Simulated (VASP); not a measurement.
# Al2O3 (R-3c) in VASP: further runs, part 3 of 3

VASP 6.6.1. The steps go on from the part before.

## Step 4: Single point, PBE (c/a of the conventional cell at fixed volume 2.5470)

The input, INCAR:

```
SYSTEM = Al2O3
PREC = Accurate
ENCUT = 520
EDIFF = 1E-6
ISMEAR = 0
SIGMA = 0.05
LREAL = .False.
LASPH = .True.
NELM = 80
ALGO = Normal
ISIF = 2
LWAVE = .False.
LCHARG = .False.
GGA = PE
NBANDS = 35
```

The input, KPOINTS:

```
Automatic mesh
0
Gamma
  6 6 6
  0 0 0
```

The input, POSCAR:

```
Al2O3
1.0
    2.4600251504      1.4202961828      4.1771227054
   -2.4600251504      1.4202961828      4.1771227054
    0.0000000000     -2.8405923656      4.1771227054
Al O
4 6
Direct
    0.8559399590      0.8559399590      0.8559399590
    0.6440600410      0.6440600410      0.6440600410
    0.1440600410      0.1440600410      0.1440600410
    0.3559399590      0.3559399590      0.3559399590
    0.0561574040      0.4438425960      0.7500000000
    0.7500000000      0.0561574040      0.4438425960
    0.4438425960      0.7500000000      0.0561574040
    0.9438425960      0.5561574040      0.2500000000
    0.2500000000      0.9438425960      0.5561574040
    0.5561574040      0.2500000000      0.9438425960
```

Potentials or basis: VASP PAW PBE potentials, release 64 (Al, O).

Started as:

```bash
$ cat potpaw_PBE.64/Al/POTCAR potpaw_PBE.64/O/POTCAR > POTCAR
$ mpirun -np 1 vasp_std > vasp.out
```

OUTCAR:

```text
SYSTEM = Al2O3
   PREC = Accurate
   ENCUT = 520
   EDIFF = 1E-6
   ISMEAR = 0
   LREAL = .False.
   LASPH = .True.
   NELM = 80
   ISIF = 2
   GGA = PE

 ion  position               nearest neighbor table
   1  0.856  0.856  0.856-  10 1.87   8 1.87   9 1.87   5 2.01   7 2.01   6 2.01   2 2.66   3 2.90
                             3 2.90   3 2.90   2 3.22   2 3.22   2 3.22
   2  0.644  0.644  0.644-   9 1.87   8 1.87  10 1.87   5 2.01   6 2.01   7 2.01   1 2.66   4 2.90
                             4 2.90   4 2.90   1 3.22   1 3.22   1 3.22
   3  0.144  0.144  0.144-   7 1.87   5 1.87   6 1.87   8 2.01  10 2.01   9 2.01   4 2.66   1 2.90
                             1 2.90   1 2.90   4 3.22   4 3.22   4 3.22
   4  0.356  0.356  0.356-   6 1.87   5 1.87   7 1.87   8 2.01   9 2.01  10 2.01   3 2.66   2 2.90
                             2 2.90   2 2.90   3 3.22   3 3.22   3 3.22
   5  0.056  0.444  0.750-   3 1.87   4 1.87   1 2.01   2 2.01
   6  0.750  0.056  0.444-   4 1.87   3 1.87   2 2.01   1 2.01
   7  0.444  0.750  0.056-   3 1.87   4 1.87   1 2.01   2 2.01
   8  0.944  0.556  0.250-   1 1.87   2 1.87   3 2.01   4 2.01
   9  0.250  0.944  0.556-   2 1.87   1 1.87   4 2.01   3 2.01
  10  0.556  0.250  0.944-   1 1.87   2 1.87   3 2.01   4 2.01

  LATTYP: Found a trigonal (rhomboedric) cell.
 ALAT       =     5.0514670229
 COS(alpha) =     0.5256771512

  Lattice vectors:

 A1 = (   2.4600251504,   1.4202961828,   4.1771227054)
 A2 = (  -2.4600251504,   1.4202961828,   4.1771227054)
 A3 = (   0.0000000000,  -2.8405923656,   4.1771227054)

Analysis of symmetry for initial positions (statically):
=====================================================================
 Subroutine PRICEL returns:
 Original cell was already a primitive cell.

 Routine SETGRP: Setting up the symmetry group for a
 trigonal (rhombohedral) supercell.

 Subroutine GETGRP returns: Found 12 space group operations
 (whereof  6 operations were pure point group operations)
 out of a pool of 12 trial point group operations.

The static configuration has the point symmetry S_6 .
 The point group associated with its full space group is D_3d.

Analysis of symmetry for dynamics (positions and initial velocities):
=====================================================================
 Subroutine PRICEL returns:
 Original cell was already a primitive cell.

 Routine SETGRP: Setting up the symmetry group for a
 trigonal (rhombohedral) supercell.

 Subroutine GETGRP returns: Found 12 space group operations
 (whereof  6 operations were pure point group operations)
 out of a pool of 12 trial point group operations.

The dynamic configuration has the point symmetry S_6 .
 The point group associated with its full space group is D_3d.

 Subroutine INISYM returns: Found 12 space group operations
 (whereof  6 operations are pure point group operations),
 and found     1 'primitive' translations

----------------------------------------------------------------------------------------

                                     Primitive cell

  volume of cell :      87.5683

  direct lattice vectors                    reciprocal lattice vectors
     2.460025150  1.420296183  4.177122705     0.203249955  0.117346416  0.079799747
    -2.460025150  1.420296183  4.177122705    -0.203249955  0.117346416  0.079799747
[... 63 lines left out ...]
  0.333333  0.166667  0.000000     12.000000
[... 16 lines left out ...]
  0.500000  0.500000  0.166667      6.000000
 -0.333333  0.500000  0.166667     12.000000
 [... further k-points ...]
   k-points           NKPTS =     32   k-points in BZ     NKDIM =     32   number of bands    NBANDS=     35
   number of dos      NEDOS =    301   number of ions     NIONS =     10
   total plane-waves  NPLWV =  64000
   dimension x,y,z NGX =    40 NGY =   40 NGZ =   40
   dimension x,y,z NGXF=    80 NGYF=   80 NGZF=   80
   ions per type =               4   6
   NGX,Y,Z   is equivalent  to a cutoff of  13.16, 13.16, 13.16 a.u.
   NGXF,Y,Z  is equivalent  to a cutoff of  26.33, 26.33, 26.33 a.u.
 SYSTEM =  Al2O3
   PREC   = accura    normal or accurate (medium, high low for compatibility)
   ISTART =      0    job   : 0-new  1-cont  2-samecut
   ICHARG =      2    charge: 1-file 2-atom 10-const
   ISPIN  =      1    spin polarized calculation?
   LNONCOLLINEAR =      F non collinear calculations
   LSORBIT =      F    spin-orbit coupling
   LASPH  =      T    aspherical Exc in radial PAW
   ENCUT  =  520.0 eV  38.22 Ry    6.18 a.u.   9.39  9.39  9.39*2*pi/ulx,y,z
   NELM   =     80;   NELMIN=  2; NELMDL= -5     # of ELM steps
   EDIFF  = 0.1E-05   stopping-criterion for ELM
   LREAL  =      F    real-space projection
   EDIFFG = 0.1E-04   stopping-criterion for IOM
   NSW    =      0    number of steps for IOM
   IBRION =     -1    ionic relax: 0-MD 1-quasi-New 2-CG
   NFREE  =      0    steps in history (QN), initial steepest desc. (CG)
   ISIF   =      2    stress and relaxation
   ISYM   =      2    0-nonsym 1-usesym 2-fastsym
   POTIM  = 0.5000    time-step for ionic-motion
   TEBEG  =    0.0;   TEEND  =   0.0 temperature during run
   PSTRESS=    0.0 pullay stress
   NELECT =      48.0000    total number of electrons
   NUPDOWN=      -1.0000    fix difference up-down
   EMIN   =  10.00;   EMAX   =-10.00  energy-range for DOS
   EFERMI =   0.00;   METHOD = LEGACY
   ISMEAR =     0;   SIGMA  =   0.05  broadening in eV -4-tet -1-fermi 0-gaus
   EFERMI_NEDOS =   21; number of points for ismear=-14 and -15
   IALGO  =     38    algorithm
   IMIX   =      4    mixing-type and parameters
     AMIX     =   0.40;   BMIX     =  1.00
     AMIX_MAG =   1.60;   BMIX_MAG =  1.00
  volume/ion in A,a.u.               =       8.76        59.09
  Fermi-wavevector in a.u.,A,eV,Ry     =   1.339799  2.531853 24.423286  1.795061
  Thomas-Fermi vector in A             =   2.468162
   LORBIT       =      0    0 simple, 1 ext, 2 COOP (PROOUT), +10 PAW based schemes
   GGA     = PE    functional components
   LHFCALC =     F    Hartree Fock is set to
   AEXX    =    0.0000 exact exchange contribution
   IVDW    =     0    specifies the selected vdW correction
   LEPSILON=     F    determine dielectric tensor
   LRPA    =     F    only Hartree local field effects (RPA)
 non-spin polarized calculation
 Gauss-broadening in eV      SIGMA  =   0.05
  energy-cutoff  :      520.00
  volume of cell :       87.57
 maximum number of plane-waves:      2379
 NGX is ok and might be reduce to    40

 number of electron      47.9999987 magnetization

 Free energy of the ion-electron system (eV)
  ---------------------------------------------------
  ext. energy  EPLUGINS =         0.00000000
  ---------------------------------------------------
  free energy    TOTEN  =       -74.49819815 eV

  energy without entropy =      -74.49819815  energy(sigma->0) =      -74.49819815

 E-fermi :   6.5190     XC(G=0): -11.5602

 val. band max:        6.2821521556   @ k =   0.0000   0.0000   0.0000
 cond. band min:      11.4309553306   @ k =   0.0000   0.0000   0.0000
 fundamental gap:      5.1488031750
 Fermi energy:         6.5190211634

 k-point     1 :       0.0000    0.0000    0.0000
  band No.  band energies     occupation
      1     -13.1212      2.00000
      2     -10.7149      2.00000
      3     -10.7149      2.00000
      4     -10.6114      2.00000
      5     -10.3757      2.00000
      6     -10.3757      2.00000
[... 901 lines left out ...]
     34      18.9248      0.00000
     35      19.0182      0.00000

 [... further k-points ...]
[... 5 lines left out ...]
  --------------------------------------------------------------------------------------
  -------------------------------------------------------------------------------------
  Total       -4.3765524     -4.3765524      7.6618132     -0.0000000      0.0000000      0.0000000
  in kB      -80.0747825    -80.0747825    140.1829488     -0.0000000      0.0000000      0.0000000
  external PRESSURE =      -6.6555388 kB  Pullay stress =       0.0000000 kB

 VOLUME and BASIS-vectors are now :
 -----------------------------------------------------------------------------
  energy-cutoff  :      520.00
  volume of cell :       87.57
      direct lattice vectors                 reciprocal lattice vectors
     2.460025150  1.420296183  4.177122705     0.203249955  0.117346416  0.079799747
    -2.460025150  1.420296183  4.177122705    -0.203249955  0.117346416  0.079799747
     0.000000000 -2.840592366  4.177122705     0.000000000 -0.234692832  0.079799747

 POSITION                                       TOTAL-FORCE (eV/Angst)
 -----------------------------------------------------------------------------------
      0.00000      0.00000     10.72610        -0.000000      0.000000     -0.310498
      0.00000      0.00000      8.07095        -0.000000     -0.000000      0.310498
      0.00000      0.00000      1.80527        -0.000000      0.000000      0.310498
      0.00000      0.00000      4.46041        -0.000000      0.000000     -0.310498
     -0.95372     -1.42030      5.22140        -0.183554     -0.000000     -0.000000
      1.70687     -0.11579      5.22140         0.091777     -0.158963      0.000000
     -0.75315      1.53609      5.22140         0.091777      0.158963      0.000000
      0.95372      1.42030      7.30996         0.183554      0.000000      0.000000
     -1.70687      0.11579      7.30996        -0.091777      0.158963      0.000000
      0.75315     -1.53609      7.30996        -0.091777     -0.158963      0.000000
 -----------------------------------------------------------------------------------
    total drift:                               -0.000000      0.000000     -0.000000

  FREE ENERGIE OF THE ION-ELECTRON SYSTEM (eV)
  ---------------------------------------------------
  free  energy   TOTEN  =       -74.4981981493 eV

  energy  without entropy=      -74.4981981493  energy(sigma->0) =      -74.49819815
```

Run time: 92 s. Hardware: 1 thread of Intel Xeon Platinum 8259CL at 2.50GHz (Skylake/Cascade Lake), shared host; peak memory 0.26 GiB.

What came out:

| Property | Result |
| --- | --- |
| Free energy | -74.4982 eV |
| Pressure | -0.7 GPa |
| Largest force | 0.310 eV/Å |
| Band gap on the k mesh | 5.15 eV, direct |

Forces on the atoms (eV/Å):
```
Al   0.000  0.000 -0.310
Al   0.000  0.000  0.310
Al   0.000  0.000  0.310
Al   0.000  0.000 -0.310
O   -0.184  0.000  0.000
O    0.092 -0.159  0.000
O    0.092  0.159  0.000
O    0.184  0.000  0.000
O   -0.092  0.159  0.000
O   -0.092 -0.159  0.000
```

Levels at points of the mesh, in eV from the valence-band top:
```tsv
k point	band 21	band 22	band 23	band 24	band 25	band 26	band 27	band 28
(0.00, 0.00, 0.00)	-0.85	-0.63	-0.63	0.00	5.15	8.04	9.99	10.06
(0.50, 0.00, 0.00)	-1.20	-1.20	-0.51	-0.51	8.31	8.31	8.96	8.96
(0.50, 0.50, 0.00)	-1.47	-1.42	-0.85	-0.52	8.38	8.69	9.02	9.57
(0.50, 0.50, 0.50)	-1.00	-1.00	-1.00	-1.00	7.58	7.58	10.16	10.16
```

## Step 5: Single point, PBE (c/a of the conventional cell at fixed volume 2.9109)

The input, INCAR:

```
PREC = Accurate
ENCUT = 520
EDIFF = 1E-7
ISMEAR = 0
SIGMA = 0.05
LREAL = False
LASPH = True
NELM = 60
ALGO = Normal
ISIF = 2
LWAVE = False
LCHARG = True
GGA = PE
LELF = True
LVHAR = True
NBANDS = 35
```

The input, KPOINTS:

```
regular mesh
0
Gamma
  6 6 6
```

The input, POSCAR:

```
Al2O3
1.0
    2.3529178629      1.3584577615      4.5660724047
   -2.3529178629      1.3584577615      4.5660724047
    0.0000000000     -2.7169155230      4.5660724047
Al O
4 6
Direct
    0.8445081524      0.8445081524      0.8445081524
    0.6554918476      0.6554918476      0.6554918476
    0.1554918476      0.1554918476      0.1554918476
    0.3445081524      0.3445081524      0.3445081524
    0.0561574040      0.4438425960      0.7500000000
    0.7500000000      0.0561574040      0.4438425960
    0.4438425960      0.7500000000      0.0561574040
    0.9438425960      0.5561574040      0.2500000000
    0.2500000000      0.9438425960      0.5561574040
    0.5561574040      0.2500000000      0.9438425960
```

Started as:

```bash
$ cat potpaw_PBE.64/Al/POTCAR potpaw_PBE.64/O/POTCAR > POTCAR
$ mpirun -np 1 vasp_std > vasp.out
```

Run time: 1.9 min. Hardware: 1 thread of Intel Xeon Platinum 8259CL at 2.50GHz (Skylake/Cascade Lake), shared host; peak memory 0.26 GiB.

The run converged. Its results:

| Property | Result |
| --- | --- |
| Free energy | -74.3184 eV |
| Pressure | 1.2 GPa |
| Largest force | 1.301 eV/Å |
| Band gap on the k mesh | 5.70 eV, direct |

Forces in eV/Å, atoms in the order of the input:
```
Al   0.000  0.000  1.301
Al   0.000  0.000 -1.301
Al   0.000  0.000 -1.301
Al   0.000  0.000  1.301
O    0.441  0.000  0.000
O   -0.221  0.382  0.000
O   -0.221 -0.382  0.000
O   -0.441  0.000  0.000
O    0.221 -0.382  0.000
O    0.221  0.382  0.000
```

Stress tensor (GPa, compression positive):
```
  7.92   0.00   0.00
  0.00   7.92   0.00
  0.00   0.00 -12.35
```

Levels at points of the mesh, in eV from the valence-band top:
```csv
k point,band 21,band 22,band 23,band 24,band 25,band 26,band 27,band 28
"(0.00, 0.00, 0.00)",-0.46,-0.46,0.00,0.00,5.70,9.11,10.22,10.22
"(0.50, 0.00, 0.00)",-0.89,-0.89,-0.50,-0.50,8.62,8.62,9.29,9.29
"(0.50, 0.50, 0.00)",-1.19,-0.89,-0.88,-0.36,8.67,9.51,9.91,10.11
"(0.50, 0.50, 0.50)",-0.27,-0.27,-0.27,-0.27,8.39,8.39,11.01,11.01
```

Caveat: forces of over 1 eV/Å act on the atoms, so gaps and moduli don't describe the material at rest.

## Step 6: The runs side by side

```csv
cell,gap on the mesh (eV),pressure (GPa),largest force (eV/Å)
"a = 4.811 Å, angles 65.1°, 10 atoms",3.11,-2.1,0.67
"a = 5.313 Å, angles 52.6°, 10 atoms",5.70,1.2,1.30
"a = 5.051 Å, angles 58.3°, 10 atoms",5.15,-0.7,0.31
```

Some of these runs hold the atoms at other places in the same cell, which the table doesn't show; runs alike in all that it shows share one row.

Alike in all rows: task single point; level PBE; potentials or basis VASP PAW PBE potentials, release 64 (Al, O); no spin polarisation; k mesh 6 × 6 × 6; cutoff (eV) 520; smearing gaussian 0.05 eV.

Caveats: forces of over 1 eV/Å act on the atoms, so gaps and moduli don't describe the material at rest (some runs).

Total energies depend on the potentials used, so only differences within one code and one set of settings carry meaning.
